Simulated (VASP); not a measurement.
# CuRe12 (a cell with a defect) in VASP: notebook

The runs below take CuRe12 (a cell with a defect) through single point, with PBEsol.

Program: VASP 6.6.1. These are calculated values, not measurements. Logs are shortened: lines on timing, memory, paths and dates and some standing lists are left out, and cuts for length are marked.

## (1) The cell of the first run

The cell holds a defect, 13 atoms: a = 5.520 Å, b = 8.280 Å, c = 4.457 Å, α = 90.00°, β = 90.00°, γ = 120.00°.

## (2) Single point, PBEsol

Input file INCAR:

```
  ALGO = Fast
  EDIFF = 1E-7
  ENCUT = 520
  GGA = PS
  ISIF = 2
  ISMEAR = -1
  LASPH = T
  LCHARG = F
  LREAL = F
  LWAVE = F
  NBANDS = 60
  NELM = 100
  PREC = Accurate
  SIGMA = 0.1
```

Input file KPOINTS:

```
k-points
0
Gamma
  3 2 3
```

Input file POSCAR:

```
CuRe12
1.0
    5.5200000000      0.0000000000      0.0000000000
   -4.1400000000      7.1706900000      0.0000000000
    0.0000000000      0.0000000000      4.4574000000
Re Cu
12 1
Direct
   -0.0202909838     -0.0095667223     -0.0463723247
    0.1561265806      0.2208016244      0.5189572396
    0.0217249050      0.3409713710      0.0118230359
    0.1842735899      0.5454565739      0.4907120743
   -0.0851709964      0.6058831159      0.0475164894
    0.1545242170      0.9104284246      0.4035536411
    0.5888262175      0.0519615267      0.0235114641
    0.6735328791      0.2314979451      0.5346838964
    0.4817988268      0.3260216241      0.0273477812
    0.6566176534      0.5457075958      0.5196751469
    0.5012688248      0.6591555345     -0.0027145870
    0.6969375741      0.8873901954      0.4757481940
    0.2906075040      0.8184428556      0.7535783192
```

Potentials or basis: VASP PAW PBE potentials, release 64 (Re, Cu).

Started as:

```
$ cat potpaw_PBE.64/Re/POTCAR potpaw_PBE.64/Cu/POTCAR > POTCAR
$ mpirun -np 1 vasp_std > vasp.out
```

OUTCAR:

```text
EDIFF = 1E-7
   ENCUT = 520
   GGA = PS
   ISIF = 2
   ISMEAR = -1
   LASPH = T
   LREAL = F
   NELM = 100
   PREC = Accurate

 ion  position               nearest neighbor table
   1  0.980  0.990  0.954-   6 2.46   7 2.47  12 2.52   2 2.55  12 2.69  11 2.70   9 2.79   3 2.81
                             6 2.83  13 2.87   2 3.01   5 3.05   7 3.15
   2  0.156  0.221  0.519-   1 2.55   6 2.62   4 2.62  12 2.66   3 2.67   9 2.69   8 2.71   3 2.72
                            10 2.73   9 2.75   8 2.81   1 3.01
   3  0.022  0.341  0.012-   7 2.39   5 2.55   4 2.59   9 2.60  11 2.64   2 2.67   8 2.70   2 2.72
                             4 2.75   1 2.81   8 2.86   9 2.92
   4  0.184  0.545  0.491-  13 2.35   3 2.59  10 2.61   2 2.62   5 2.67  11 2.67  11 2.72   8 2.72
                             3 2.75  12 2.83  10 2.92   5 3.06   6 3.13
   5  0.915  0.606  0.048-  13 2.34   9 2.36  10 2.45  11 2.54   3 2.55  10 2.67   4 2.67   6 2.70
                            11 3.05   1 3.05   4 3.06
   6  0.155  0.910  0.404-  13 2.04   1 2.46  12 2.46   2 2.62   7 2.68   5 2.70   8 2.83   1 2.83
                            10 2.94  12 3.11   4 3.13   9 3.42
   7  0.589  0.052  0.024-  13 2.17   3 2.39   1 2.47   8 2.55   9 2.62   8 2.63  12 2.66   6 2.68
                            12 3.00  11 3.04   1 3.15
   8  0.674  0.231  0.535-   7 2.55   7 2.63  10 2.65   3 2.70   2 2.71   9 2.72   4 2.72   9 2.77
                             2 2.81   6 2.83   3 2.86  12 2.93
   9  0.482  0.326  0.027-   5 2.36   3 2.60   7 2.62   2 2.69  10 2.70  11 2.71   8 2.72   2 2.75
                            10 2.76   8 2.77   1 2.79   3 2.92   6 3.42
  10  0.657  0.546  0.520-   5 2.45   4 2.61  11 2.64   8 2.65   5 2.67   9 2.70   2 2.73  12 2.73
                             9 2.76  11 2.80   4 2.92   6 2.94
  11  0.501  0.659  0.997-  13 2.41   5 2.54  10 2.64   3 2.64   4 2.67  12 2.69   1 2.70   9 2.71
                             4 2.72  10 2.80  12 2.85   7 3.04   5 3.05
  12  0.697  0.887  0.476-  13 2.37   6 2.46   1 2.52   2 2.66   7 2.66  11 2.69   1 2.69  10 2.73
                             4 2.83  11 2.85   8 2.93   7 3.00   6 3.11
  13  0.291  0.818  0.754-   6 2.04   7 2.17   5 2.34   4 2.35  12 2.37  11 2.41   1 2.87

  LATTYP: Found a simple monoclinic cell.
 ALAT       =     5.5200000000
 B/A-ratio  =     0.8075000000
 C/A-ratio  =     1.3228755945
 COS(beta)  =    -0.1889822452

  Lattice vectors:

 A1 = (   5.5200000000,   0.0000000000,   0.0000000000)
 A2 = (   0.0000000000,   0.0000000000,   4.4574000000)
 A3 = (  -1.3800000000,  -7.1706900000,   0.0000000000)

Analysis of symmetry for initial positions (statically):
=====================================================================
 Subroutine PRICEL returns:
 Original cell was already a primitive cell.

 Routine SETGRP: Setting up the symmetry group for a
 simple monoclinic supercell.

 Subroutine GETGRP returns: Found  1 space group operations
 (whereof  1 operations were pure point group operations)
 out of a pool of  4 trial point group operations.

The static configuration has the point symmetry C_1 .

Analysis of symmetry for dynamics (positions and initial velocities):
=====================================================================
 Subroutine PRICEL returns:
 Original cell was already a primitive cell.

 Routine SETGRP: Setting up the symmetry group for a
 simple monoclinic supercell.

 Subroutine GETGRP returns: Found  1 space group operations
 (whereof  1 operations were pure point group operations)
 out of a pool of  4 trial point group operations.

The dynamic configuration has the point symmetry C_1 .

 Subroutine INISYM returns: Found  1 space group operations
 (whereof  1 operations are pure point group operations),
 and found     1 'primitive' translations

----------------------------------------------------------------------------------------

                                     Primitive cell

  volume of cell :     176.4337

  direct lattice vectors                    reciprocal lattice vectors
     5.520000000  0.000000000  0.000000000     0.181159420  0.104592445  0.000000000
    -4.140000000  7.170690000  0.000000000     0.000000000  0.139456593  0.000000000
     0.000000000  0.000000000  4.457400000     0.000000000  0.000000000  0.224346031

  length of vectors
     5.520000000  8.279999703  4.457400000     0.209184883  0.139456593  0.224346031
[... 69 lines left out ...]
|                                                                             |
 -----------------------------------------------------------------------------

 Subroutine IBZKPT returns following result:
 ===========================================

 Found     10 irreducible k-points:

 Following reciprocal coordinates:
            Coordinates               Weight
  0.000000  0.000000  0.000000      1.000000
  0.333333  0.000000  0.000000      2.000000
  0.000000  0.500000  0.000000      1.000000
  0.333333  0.500000  0.000000      2.000000
  0.000000  0.000000  0.333333      2.000000
  0.333333  0.000000  0.333333      2.000000
 -0.333333  0.000000  0.333333      2.000000
  0.000000  0.500000  0.333333      2.000000
  0.333333  0.500000  0.333333      2.000000
 -0.333333  0.500000  0.333333      2.000000
   k-points           NKPTS =     10   k-points in BZ     NKDIM =     10   number of bands    NBANDS=     60
   number of dos      NEDOS =    301   number of ions     NIONS =     13
   total plane-waves  NPLWV =  96768
   dimension x,y,z NGX =    42 NGY =   64 NGZ =   36
   dimension x,y,z NGXF=    84 NGYF=  128 NGZF=   72
   ions per type =              12   1
   NGX,Y,Z   is equivalent  to a cutoff of  12.65, 12.85, 13.43 a.u.
   NGXF,Y,Z  is equivalent  to a cutoff of  25.30, 25.70, 26.85 a.u.
 SYSTEM =  unknown system
   PREC   = accura    normal or accurate (medium, high low for compatibility)
   ISTART =      0    job   : 0-new  1-cont  2-samecut
   ICHARG =      2    charge: 1-file 2-atom 10-const
   ISPIN  =      1    spin polarized calculation?
   LNONCOLLINEAR =      F non collinear calculations
   LSORBIT =      F    spin-orbit coupling
   LASPH  =      T    aspherical Exc in radial PAW
   ENCUT  =  520.0 eV  38.22 Ry    6.18 a.u.  10.26 15.40  8.29*2*pi/ulx,y,z
   NELM   =    100;   NELMIN=  2; NELMDL= -5     # of ELM steps
   EDIFF  = 0.1E-06   stopping-criterion for ELM
   LREAL  =      F    real-space projection
   EDIFFG = 0.1E-05   stopping-criterion for IOM
   NSW    =      0    number of steps for IOM
   IBRION =     -1    ionic relax: 0-MD 1-quasi-New 2-CG
   NFREE  =      0    steps in history (QN), initial steepest desc. (CG)
   ISIF   =      2    stress and relaxation
   ISYM   =      2    0-nonsym 1-usesym 2-fastsym
   POTIM  = 0.5000    time-step for ionic-motion
   TEBEG  =    0.0;   TEEND  =   0.0 temperature during run
   PSTRESS=    0.0 pullay stress
   NELECT =      95.0000    total number of electrons
   NUPDOWN=      -1.0000    fix difference up-down
   EMIN   =  10.00;   EMAX   =-10.00  energy-range for DOS
   EFERMI =   0.00;   METHOD = LEGACY
   ISMEAR =    -1;   SIGMA  =   0.10  broadening in eV -4-tet -1-fermi 0-gaus
   EFERMI_NEDOS =   21; number of points for ismear=-14 and -15
   IALGO  =     68    algorithm
   IMIX   =      4    mixing-type and parameters
     AMIX     =   0.40;   BMIX     =  1.00
     AMIX_MAG =   1.60;   BMIX_MAG =  1.00
  volume/ion in A,a.u.               =      13.57        91.59
  Fermi-wavevector in a.u.,A,eV,Ry     =   1.331851  2.516833 24.134366  1.773826
  Thomas-Fermi vector in A             =   2.460830
   LORBIT       =      0    0 simple, 1 ext, 2 COOP (PROOUT), +10 PAW based schemes
   GGA     = PS    functional components
   LHFCALC =     F    Hartree Fock is set to
   AEXX    =    0.0000 exact exchange contribution
   IVDW    =     0    specifies the selected vdW correction
   LEPSILON=     F    determine dielectric tensor
   LRPA    =     F    only Hartree local field effects (RPA)
 non-spin polarized calculation
 RMM-DIIS sequential band-by-band and
  energy-cutoff  :      520.00
  volume of cell :      176.43
 maximum number of plane-waves:      4763
 NGX is ok and might be reduce to    42
   NGX = 21   NGY = 31   NGZ = 17

 number of electron      95.0000003 magnetization

 Free energy of the ion-electron system (eV)
  ---------------------------------------------------
  ext. energy  EPLUGINS =         0.00000000
  ---------------------------------------------------
  free energy    TOTEN  =      -156.81191693 eV

  energy without entropy =     -156.50286385  energy(sigma->0) =     -156.65739039

 E-fermi :   8.8558     XC(G=0): -14.0900

 val. band max:        8.8556105588   @ k =  -0.3333   0.0000   0.3333
 cond. band min:       8.8850830493   @ k =   0.0000   0.5000   0.3333
 fundamental gap:      0.0294724905
 Fermi energy:         8.8557709752

 k-point     1 :       0.0000    0.0000    0.0000
  band No.  band energies     occupation
      1      -1.7663      2.00000
      2       1.3425      2.00000
      3       1.4508      2.00000
      4       1.6143      2.00000
      5       1.8439      2.00000
      6       2.1104      2.00000
[... 609 lines left out ...]
     58      11.0762      0.00000
     59      11.1682      0.00000
 [bands above 59 left out]

------------------------ aborting loop because EDIFF is reached ----------------------------------------

  FORCE on cell =-STRESS in cart. coord.  units (eV):
  Direction    XX          YY          ZZ          XY          YZ          ZX
  --------------------------------------------------------------------------------------
  -------------------------------------------------------------------------------------
  Total       43.3991873     42.8093357     41.6782155      3.1398068     -1.8572208      6.0412029
  in kB      394.1037302    388.7473454    378.4757551     28.5122754    -16.8652389     54.8595660
  external PRESSURE =     387.1089436 kB  Pullay stress =       0.0000000 kB

 VOLUME and BASIS-vectors are now :
 -----------------------------------------------------------------------------
  energy-cutoff  :      520.00
  volume of cell :      176.43
      direct lattice vectors                 reciprocal lattice vectors
     5.520000000  0.000000000  0.000000000     0.181159420  0.104592445  0.000000000
    -4.140000000  7.170690000  0.000000000     0.000000000  0.139456593  0.000000000
     0.000000000  0.000000000  4.457400000     0.000000000  0.000000000  0.224346031

 POSITION                                       TOTAL-FORCE (eV/Angst)
 -----------------------------------------------------------------------------------
      1.30760      7.10209      4.25070         2.124021     -0.258204      0.633994
     -0.05230      1.58330      2.31320         0.696337      0.879328     -0.856538
     -1.29170      2.44500      0.05270         0.402565      0.373646     -0.490304
     -1.24100      3.91130      2.18730        -1.128781     -0.558761      0.093035
      2.54150      4.34460      0.21180         2.657319      3.506765     -1.027027
     -2.91620      6.52840      1.79880        -0.845757      1.137295     -3.703843
      3.03520      0.37260      0.10480        -0.888822     -1.066795      1.987497
      2.75950      1.66000      2.38330        -0.225052     -0.491633     -0.713376
      1.30980      2.33780      0.12190        -0.376882     -2.031523     -0.498300
      1.36530      3.91310      2.31640         0.124706      0.618400      0.240318
      0.03810      4.72660      4.44530        -0.614124      0.358709      1.452389
      0.17330      6.36320      2.12060        -1.740408     -0.289214     -0.590281
     -1.78420      5.86880      3.35900        -0.185122     -2.178012      3.472435
 -----------------------------------------------------------------------------------
    total drift:                               -0.000475     -0.000163     -0.001669

  FREE ENERGIE OF THE ION-ELECTRON SYSTEM (eV)
  ---------------------------------------------------
  free  energy   TOTEN  =      -156.8119169264 eV

  energy  without entropy=     -156.5028638512  energy(sigma->0) =     -156.65739039
```

It took 22 min on 1 thread of AMD EPYC 7R43 (Zen 3), shared host; peak memory 0.35 GiB.

Results:

* Free energy: -156.8119 eV
* Pressure: 38.7 GPa
* Largest force: 4.518 eV/Å
* Band gap on the k mesh: zero (an odd number of electrons rules out a gap without spin polarisation)

Forces in eV/Å, atoms in the order of the input:
```
Re   2.124 -0.258  0.634
Re   0.696  0.879 -0.857
Re   0.403  0.374 -0.490
Re  -1.129 -0.559  0.093
Re   2.657  3.507 -1.027
Re  -0.846  1.137 -3.704
Re  -0.889 -1.067  1.987
Re  -0.225 -0.492 -0.713
Re  -0.377 -2.032 -0.498
Re   0.125  0.618  0.240
Re  -0.614  0.359  1.452
Re  -1.740 -0.289 -0.590
Cu  -0.185 -2.178  3.472
```

Caveat: the k points lie up to 0.47 Å⁻¹ apart, too coarse for converged energies and pressures of a metal; the PAW data sets were made with another functional, which shifts forces and pressure a little; spin-orbit coupling is left out, which moves the levels of the heavy elements.

## (3) Single point, PBEsol

Input file INCAR:

```
SYSTEM = CuRe12
PREC     = Accurate       ! precision mode
ENCUT    = 520            ! plane-wave cutoff, eV
EDIFF    = 1E-7           ! SCF threshold, eV
ISMEAR   = -1             ! smearing method
SIGMA    = 0.1            ! smearing width, eV
LREAL    = .FALSE.        ! projectors in reciprocal space
LASPH    = .TRUE.         ! aspherical terms in the spheres
NELM     = 100            ! most SCF steps
ALGO     = Fast           ! electronic algorithm
ISIF     = 2              ! what is computed and relaxed
LWAVE    = .FALSE.        ! write WAVECAR
LCHARG   = .FALSE.        ! write CHGCAR
GGA      = PS             ! functional
NBANDS   = 60             ! bands
```

Input file KPOINTS:

```
Automatic mesh
0
G
  3 2 3
  0 0 0
```

Input file POSCAR:

```
CuRe12
1.0
    5.5200000000      0.0000000000      0.0000000000
   -4.1400000000      7.1706900000      0.0000000000
    0.0000000000      0.0000000000      4.4574000000
Re Cu
12 1
Direct
    0.0037346821     -0.0188126945     -0.0956387132
    0.1819582154      0.2390843838      0.4895454749
    0.0413268793      0.3494503318     -0.0078072419
    0.1567114134      0.5552045898      0.5103872213
   -0.0927903425      0.5917143260      0.0734284561
    0.1766107700      0.9162298189      0.3594696460
    0.6313444267      0.0496186559      0.0748867053
    0.6572319476      0.2188213408      0.5334724279
    0.4598466836      0.3000129695      0.0002692152
    0.6771179446      0.5633070179      0.5403374164
    0.5075279733      0.6731290852      0.0231973796
    0.6173323655      0.8680615115      0.4865841073
    0.2677243005      0.8473522074      0.8011845470
```

Potentials or basis: VASP PAW PBE potentials, release 64 (Re, Cu).

Started as:

```
$ cat potpaw_PBE.64/Re/POTCAR potpaw_PBE.64/Cu/POTCAR > POTCAR
$ mpirun -np 1 vasp_std > vasp.out
```

Wall time 23 min (1 thread of AMD EPYC 7R43 (Zen 3), shared host); peak memory 0.34 GiB.

It converged, with:

```yaml
Free_energy: -156.8430 eV
Pressure: 38.9 GPa
Largest_force: 4.142 eV/Å
Band_gap_on_the_k_mesh: zero (an odd number of electrons rules out a gap without spin polarisation)
```

Forces on the atoms (eV/Å):
```
Re  -2.318  0.926 -0.176
Re  -0.807 -1.040  0.450
Re  -0.011 -0.177 -0.507
Re   0.816 -0.447  0.406
Re   0.565  1.734 -2.338
Re  -2.370 -0.252 -1.595
Re   0.231  1.083 -2.056
Re   0.270  1.278  0.848
Re   1.251  1.180  0.555
Re  -1.543 -0.244  0.999
Re  -0.626 -0.704 -0.509
Re   3.883 -0.142  1.434
Cu   0.658 -3.195  2.490
```

Stress tensor (GPa, compression positive):
```
41.35  0.95  1.79
 0.95 31.92 -3.11
 1.79 -3.11 43.49
```

Levels at points of the mesh, in eV from the Fermi level:
```csv
k point,band 44,band 45,band 46,band 47,band 48,band 49,band 50,band 51,band 52,band 53
"(0.00, 0.00, 0.00)",-0.94,-0.75,-0.52,-0.26,-0.03,0.19,0.28,0.73,0.95,1.08
"(0.00, 0.50, 0.00)",-0.79,-0.63,-0.55,-0.28,-0.10,0.03,0.15,0.44,0.86,0.93
```

Caveat: the k points lie up to 0.47 Å⁻¹ apart, too coarse for converged energies and pressures of a metal; the PAW data sets were made with another functional, which shifts forces and pressure a little; spin-orbit coupling is left out, which moves the levels of the heavy elements.
